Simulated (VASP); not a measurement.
# V (Im-3m) in VASP: notebook

V is run at these levels: PBE; tasks: single point.

Everything below comes from runs of VASP 6.6.1. Logs are shortened: lines on timing, memory, paths and dates and some standing lists are left out, and cuts for length are marked.

## Step 1: The cell of the first run

It takes space group Im-3m (No. 229, cubic). Conventional cell: a = 2.967 Å, b = 2.967 Å, c = 2.967 Å, α = 90.00°, β = 90.00°, γ = 90.00°. V (site symmetry m-3m) has 14 V at 2.57 to 2.97 Å within 3.4 Å.

## Step 2: Single point, PBE (volume scaled by 0.97)

Input file INCAR:

```
PREC     = Accurate       # precision mode
ENCUT    = 520            # plane-wave cutoff, eV
EDIFF    = 1E-6           # SCF threshold, eV
ISMEAR   = 0              # smearing method
SIGMA    = 0.1            # smearing width, eV
LREAL    = False          # projectors in reciprocal space
LASPH    = True           # aspherical terms in the spheres
NELM     = 80             # most SCF steps
ALGO     = Normal         # electronic algorithm
ISIF     = 2              # what is computed and relaxed
LWAVE    = False          # write WAVECAR
LCHARG   = True           # write CHGCAR
GGA      = PE             # functional
LELF     = True           # ELF
LVHAR    = True         
NBANDS   = 12             # bands
```

Input file KPOINTS:

```
regular mesh
0
Gamma
  20 20 20
```

Input file POSCAR:

```
V
1.0
   -1.4834721370      1.4834721370      1.4834721370
    1.4834721370     -1.4834721370      1.4834721370
    1.4834721370      1.4834721370     -1.4834721370
V
1
Direct
    0.0000000000      0.0000000000      0.0000000000
```

Potentials or basis: VASP PAW PBE potentials, release 64 (V_sv).

On the command line:

```
cat potpaw_PBE.64/V_sv/POTCAR > POTCAR
mpirun -np 1 vasp_std > vasp.out
```

OUTCAR:

```text
PREC = Accurate
   ENCUT = 520
   EDIFF = 1E-6
   ISMEAR = 0
   LREAL = False
   LASPH = True
   NELM = 80
   ISIF = 2
   GGA = PE

 ion  position               nearest neighbor table
   1  0.000  0.000  0.000-

  LATTYP: Found a body centered cubic cell.
 ALAT       =     2.9669442740

  Lattice vectors:

 A1 = (  -1.4834721370,   1.4834721370,   1.4834721370)
 A2 = (   1.4834721370,  -1.4834721370,   1.4834721370)
 A3 = (   1.4834721370,   1.4834721370,  -1.4834721370)

Analysis of symmetry for initial positions (statically):
=====================================================================
 Subroutine PRICEL returns:
 Original cell was already a primitive cell.

 Routine SETGRP: Setting up the symmetry group for a
 body centered cubic supercell.

 Subroutine GETGRP returns: Found 48 space group operations
[... 9 lines left out ...]

 Routine SETGRP: Setting up the symmetry group for a
 body centered cubic supercell.

 Subroutine GETGRP returns: Found 48 space group operations
[... 11 lines left out ...]
                                     Primitive cell

  volume of cell :      13.0586

  direct lattice vectors                    reciprocal lattice vectors
    -1.483472137  1.483472137  1.483472137     0.000000000  0.337047112  0.337047112
     1.483472137 -1.483472137  1.483472137     0.337047112  0.000000000  0.337047112
     1.483472137  1.483472137 -1.483472137     0.337047112  0.337047112  0.000000000

  length of vectors
     2.569449113  2.569449113  2.569449113     0.476656597  0.476656597  0.476656597

  position of ions in fractional coordinates (direct lattice)
     0.000000000  0.000000000  0.000000000

  ion indices of the primitive-cell ions
   primitive index   ion index
                 1           1

----------------------------------------------------------------------------------------

 KPOINTS: regular mesh

Automatic generation of k-mesh.
 Grid dimensions read from file:
 generate k-points for:   20   20   20

 Generating k-lattice:

  Cartesian coordinates                     Fractional coordinates (reciprocal lattice)
     0.000000000  0.016852356  0.016852356     0.050000000  0.000000000  0.000000000
     0.016852356  0.000000000  0.016852356     0.000000000  0.050000000  0.000000000
     0.016852356  0.016852356  0.000000000     0.000000000  0.000000000  0.050000000

  Length of vectors
     0.023832830  0.023832830  0.023832830

  Shift w.r.t. Gamma in fractional coordinates (k-lattice)
     0.000000000  0.000000000  0.000000000

 Subroutine IBZKPT returns following result:
 ===========================================

 Found    256 irreducible k-points:

 Following reciprocal coordinates:
            Coordinates               Weight
  0.000000  0.000000  0.000000      1.000000
  0.050000  0.000000  0.000000     12.000000
  0.100000  0.000000  0.000000     12.000000
  0.150000  0.000000  0.000000     12.000000
  0.200000  0.000000  0.000000     12.000000
  0.250000  0.000000  0.000000     12.000000
[... 16 lines left out ...]
  0.200000  0.100000  0.000000     48.000000
  0.250000  0.100000  0.000000     48.000000
 [... further k-points ...]
   k-points           NKPTS =    256   k-points in BZ     NKDIM =    256   number of bands    NBANDS=     12
   number of dos      NEDOS =    301   number of ions     NIONS =      1
   total plane-waves  NPLWV =   8000
   dimension x,y,z NGX =    20 NGY =   20 NGZ =   20
   dimension x,y,z NGXF=    40 NGYF=   40 NGZF=   40
   ions per type =               1
   NGX,Y,Z   is equivalent  to a cutoff of  12.94, 12.94, 12.94 a.u.
   NGXF,Y,Z  is equivalent  to a cutoff of  25.88, 25.88, 25.88 a.u.
 SYSTEM =  unknown system
   PREC   = accura    normal or accurate (medium, high low for compatibility)
   ISTART =      0    job   : 0-new  1-cont  2-samecut
   ICHARG =      2    charge: 1-file 2-atom 10-const
   ISPIN  =      1    spin polarized calculation?
   LNONCOLLINEAR =      F non collinear calculations
   LSORBIT =      F    spin-orbit coupling
   LASPH  =      T    aspherical Exc in radial PAW
   ENCUT  =  520.0 eV  38.22 Ry    6.18 a.u.   4.78  4.78  4.78*2*pi/ulx,y,z
   NELM   =     80;   NELMIN=  2; NELMDL= -5     # of ELM steps
   EDIFF  = 0.1E-05   stopping-criterion for ELM
   LREAL  =      F    real-space projection
   EDIFFG = 0.1E-04   stopping-criterion for IOM
   NSW    =      0    number of steps for IOM
   IBRION =     -1    ionic relax: 0-MD 1-quasi-New 2-CG
   NFREE  =      0    steps in history (QN), initial steepest desc. (CG)
   ISIF   =      2    stress and relaxation
   ISYM   =      2    0-nonsym 1-usesym 2-fastsym
   POTIM  = 0.5000    time-step for ionic-motion
   TEBEG  =    0.0;   TEEND  =   0.0 temperature during run
   PSTRESS=    0.0 pullay stress
   NELECT =      13.0000    total number of electrons
   NUPDOWN=      -1.0000    fix difference up-down
   EMIN   =  10.00;   EMAX   =-10.00  energy-range for DOS
   EFERMI =   0.00;   METHOD = LEGACY
   ISMEAR =     0;   SIGMA  =   0.10  broadening in eV -4-tet -1-fermi 0-gaus
   EFERMI_NEDOS =   21; number of points for ismear=-14 and -15
   IALGO  =     38    algorithm
   IMIX   =      4    mixing-type and parameters
     AMIX     =   0.40;   BMIX     =  1.00
     AMIX_MAG =   1.60;   BMIX_MAG =  1.00
  volume/ion in A,a.u.               =      13.06        88.12
  Fermi-wavevector in a.u.,A,eV,Ry     =   1.634644  3.089030 36.355604  2.672061
  Thomas-Fermi vector in A             =   2.726249
   LORBIT       =      0    0 simple, 1 ext, 2 COOP (PROOUT), +10 PAW based schemes
   GGA     = PE    functional components
   LHFCALC =     F    Hartree Fock is set to
   AEXX    =    0.0000 exact exchange contribution
   IVDW    =     0    specifies the selected vdW correction
   LEPSILON=     F    determine dielectric tensor
   LRPA    =     F    only Hartree local field effects (RPA)
 non-spin polarized calculation
 Gauss-broadening in eV      SIGMA  =   0.10
  energy-cutoff  :      520.00
  volume of cell :       13.06
 maximum number of plane-waves:       370
   NGX =  9   NGY =  9   NGZ =  9

 number of electron      12.9999998 magnetization

 Free energy of the ion-electron system (eV)
  ---------------------------------------------------
  ext. energy  EPLUGINS =         0.00000000
  ---------------------------------------------------
  free energy    TOTEN  =        -8.98882311 eV

  energy without entropy =       -8.98029240  energy(sigma->0) =       -8.98455776

 E-fermi :  10.0944     XC(G=0): -13.0740

 val. band max:       10.0890857136   @ k =  -0.2000   0.2500   0.1500
 cond. band min:      10.1016856315   @ k =  -0.4500   0.5000   0.1000
 fundamental gap:      0.0125999179
 Fermi energy:        10.0943755786

 k-point     1 :       0.0000    0.0000    0.0000
  band No.  band energies     occupation
      1     -53.5895      2.00000
      2     -26.8374      2.00000
      3     -26.8374      2.00000
      4     -26.8374      2.00000
      5       3.4468      2.00000
      6      10.5140      0.00000
      7      10.5140      0.00000
      8      10.5140      0.00000
      9      12.6026      0.00000
     10      12.6026      0.00000
     11      30.8297      0.00000
     12      30.8297      0.00000

 k-point     2 :       0.0500    0.0000    0.0000
  band No.  band energies     occupation
      1     -53.5842      2.00000
      2     -26.8628      2.00000
      3     -26.8451      2.00000
      4     -26.8376      2.00000
      5       3.5512      2.00000
      6      10.4685      0.00000
      7      10.5049      0.00000
      8      10.5892      0.00000
      9      12.5488      0.00000
     10      12.6054      0.00000
     11      30.6643      0.00000
     12      30.8217      0.00000

 k-point     3 :       0.1000    0.0000    0.0000
  band No.  band energies     occupation
      1     -53.5685      2.00000
      2     -26.9363      2.00000
      3     -26.8674      2.00000
      4     -26.8382      2.00000
      5       3.8572      2.00000
      6      10.3387      0.00055
      7      10.4656      0.00000
      8      10.8111      0.00000
      9      12.4175      0.00000
     10      12.6152      0.00000
     11      30.1580      0.00000
     12      30.7333      0.00000

 k-point     4 :       0.1500    0.0000    0.0000
  band No.  band energies     occupation
      1     -53.5441      2.00000
      2     -27.0496      2.00000
      3     -26.9020      2.00000
      4     -26.8391      2.00000
      5       4.3414      2.00000
      6      10.1427      0.49477
      7      10.3695      0.00010
      8      11.1682      0.00000
      9      12.2857      0.00000
     10      12.6356      0.00000
     11      29.2921      0.00000
     12      30.4139      0.00000

 k-point     5 :       0.2000    0.0000    0.0000
  band No.  band energies     occupation
      1     -53.5132      2.00000
      2     -27.1905      2.00000
      3     -26.9452      2.00000
      4     -26.8402      2.00000
      5       4.9597      2.00000
      6       9.9053      1.99252
      7      10.2137      0.09143
      8      11.6409      0.00000
      9      12.2280      0.00000
     10      12.6702      0.00000
     11      28.0819      0.00000
     12      29.7876      0.00000

 k-point     6 :       0.2500    0.0000    0.0000
  band No.  band energies     occupation
      1     -53.4788      2.00000
      2     -27.3445      2.00000
      3     -26.9929      2.00000
      4     -26.8415      2.00000
      5       5.6339      2.00000
      6       9.6535      2.00000
      7      10.0713      1.25574
      8      12.1992      0.00000
      9      12.2640      0.00000
     10      12.7208      0.00000
     11      26.6135      0.00000
     12      28.9612      0.00000

 k-point     7 :       0.3000    0.0000    0.0000
  band No.  band energies     occupation
      1     -53.4442      2.00000
      2     -27.4963      2.00000
      3     -27.0403      2.00000
      4     -26.8428      2.00000
      5       6.2375      2.00000
      6       9.4125      2.00000
      7      10.0890      1.06110
      8      12.3629      0.00000
      9      12.7851      0.00000
     10      12.8017      0.00000
     11      25.0206      0.00000
     12      28.1011      0.00000

 k-point     8 :       0.3500    0.0000    0.0000
  band No.  band energies     occupation
      1     -53.4128      2.00000
      2     -27.6314      2.00000
      3     -27.0827      2.00000
      4     -26.8440      2.00000
      5       6.6299      2.00000
      6       9.2034      2.00000
      7      10.4047      0.00001
      8      12.4811      0.00000
      9      12.8556      0.00000
     10      13.3927      0.00000
     11      23.4476      0.00000
     12      27.3310      0.00000
[... 166 lines left out ...]
 k-point    20 :       0.4500    0.0500    0.0000
  band No.  band energies     occupation
      1     -53.3661      2.00000
      2     -27.8145      2.00000
      3     -27.1501      2.00000
      4     -26.8555      2.00000
      5       6.8826      2.00000
      6       8.9269      2.00000
      7      11.5197      0.00000
      8      12.5955      0.00000
      9      13.1150      0.00000
     10      14.5189      0.00000
     11      20.7479      0.00000
     12      26.1924      0.00000

 k-point    21 :       0.1000    0.1000    0.0000
  band No.  band energies     occupation
      1     -53.5304      2.00000
      2     -27.1104      2.00000
      3     -26.9016      2.00000
      4     -26.8616      2.00000
      5       4.6218      2.00000
      6      10.1108      0.81610
      7      10.1895      0.17874
      8      11.4283      0.00000
      9      12.1687      0.00000
     10      12.7058      0.00000
     11      29.0198      0.00000
     12      29.9689      0.00000

 k-point    22 :       0.1500    0.1000    0.0000
  band No.  band energies     occupation
      1     -53.5009      2.00000
      2     -27.2367      2.00000
      3     -26.9436      2.00000
      4     -26.8692      2.00000
      5       5.2249      2.00000
      6       9.8946      1.99527
      7      10.0035      1.80116
      8      11.9239      0.00000
      9      12.0950      0.00000
     10      12.7802      0.00000
     11      28.0280      0.00000
     12      29.1387      0.00000

 k-point    23 :       0.2000    0.1000    0.0000
  band No.  band energies     occupation
      1     -53.4681      2.00000
      2     -27.3728      2.00000
      3     -26.9965      2.00000
      4     -26.8731      2.00000
      5       5.8902      2.00000
      6       9.6418      2.00000
      7       9.8471      1.99953
      8      12.1096      0.00000
      9      12.5120      0.00000
     10      12.8621      0.00000
     11      26.6700      0.00000
     12      28.2944      0.00000

 k-point    24 :       0.2500    0.1000    0.0000
  band No.  band energies     occupation
      1     -53.4352      2.00000
      2     -27.5059      2.00000
      3     -27.0513      2.00000
      4     -26.8758      2.00000
      5       6.4964      2.00000
      6       9.4050      2.00000
      7       9.8147      1.99992
      8      12.2120      0.00000
      9      12.9066      0.00000
     10      13.1837      0.00000
     11      25.1031      0.00000
     12      27.5158      0.00000

 [... further k-points ...]
[... 5 lines left out ...]
  --------------------------------------------------------------------------------------
  -------------------------------------------------------------------------------------
  Total        0.4989651      0.4989651      0.4989651      0.0000000      0.0000000     -0.0000000
  in kB       61.2184878     61.2184878     61.2184878      0.0000000      0.0000000     -0.0000000
  external PRESSURE =      61.2184878 kB  Pullay stress =       0.0000000 kB

 VOLUME and BASIS-vectors are now :
 -----------------------------------------------------------------------------
  energy-cutoff  :      520.00
  volume of cell :       13.06
      direct lattice vectors                 reciprocal lattice vectors
    -1.483472137  1.483472137  1.483472137     0.000000000  0.337047112  0.337047112
     1.483472137 -1.483472137  1.483472137     0.337047112  0.000000000  0.337047112
     1.483472137  1.483472137 -1.483472137     0.337047112  0.337047112  0.000000000

 POSITION                                       TOTAL-FORCE (eV/Angst)
 -----------------------------------------------------------------------------------
      0.00000      0.00000      0.00000         0.000000      0.000000     -0.000000
 -----------------------------------------------------------------------------------
    total drift:                                0.000000     -0.000000     -0.000000

  FREE ENERGIE OF THE ION-ELECTRON SYSTEM (eV)
  ---------------------------------------------------
  free  energy   TOTEN  =        -8.9888231092 eV

  energy  without entropy=       -8.9802924042  energy(sigma->0) =       -8.98455776
```

Run time: 24 s. Hardware: 1 thread of Intel Xeon 6975P-C, shared host; peak memory 0.16 GiB.

What came out:

```
Free energy : -8.9888 eV
Pressure    : 6.1 GPa
```

Levels at points of the mesh, in eV from the Fermi level:
```csv
k point,band 5,band 6,band 7,band 8,band 9,band 10
"(0.00, 0.00, 0.00)",-6.65,0.42,0.42,0.42,2.51,2.51
"(0.50, 0.00, 0.00)",-3.28,-1.19,1.76,2.52,2.89,4.28
"(0.50, 0.50, 0.50)",-3.13,-3.13,3.87,3.87,3.87,10.51
```

Caveat: the cell differs from its parent crystal (volume scaled by 0.97).

## Step 3: Single point, PBE

This run uses another cell than the first one, of 13.46 Å³/atom, 1.031 times its volume.

Input file INCAR:

```
SYSTEM = V
PREC = Accurate
ENCUT = 520
EDIFF = 1E-7
ISMEAR = 0
SIGMA = 0.1
LREAL = .FALSE.
LASPH = .TRUE.
NELM = 100
ALGO = Normal
ISIF = 2
LWAVE = .FALSE.
LCHARG = .FALSE.
GGA = PE
NBANDS = 12
```

Input file KPOINTS:

```
regular mesh
0
G
  20 20 20
  0 0 0
```

Input file POSCAR:

```
V
1.0
   -1.4986106533      1.4986106533      1.4986106533
    1.4986106533     -1.4986106533      1.4986106533
    1.4986106533      1.4986106533     -1.4986106533
V
1
Direct
    0.0000000000      0.0000000000      0.0000000000
```

Potentials or basis: VASP PAW PBE potentials, release 64 (V_sv).

On the command line:

```
cat potpaw_PBE.64/V_sv/POTCAR > POTCAR
mpirun -np 1 vasp_std > vasp.out
```

It took 27 s on 1 thread of Intel Xeon 6975P-C, shared host; peak memory 0.16 GiB.

The run converged. Its results:

```yaml
Free_energy: -8.9968 eV
Pressure: 0.2 GPa
```

Levels at points of the mesh, in eV from the Fermi level:
```
           k point  band 5  band 6  band 7  band 8  band 9  band 10
(0.00, 0.00, 0.00)   -6.58    0.41    0.41    0.41    2.42     2.42
(0.50, 0.00, 0.00)   -3.17   -1.13    1.65    2.42    2.78     4.12
(0.50, 0.50, 0.50)   -2.99   -2.99    3.72    3.72    3.72    10.21
```
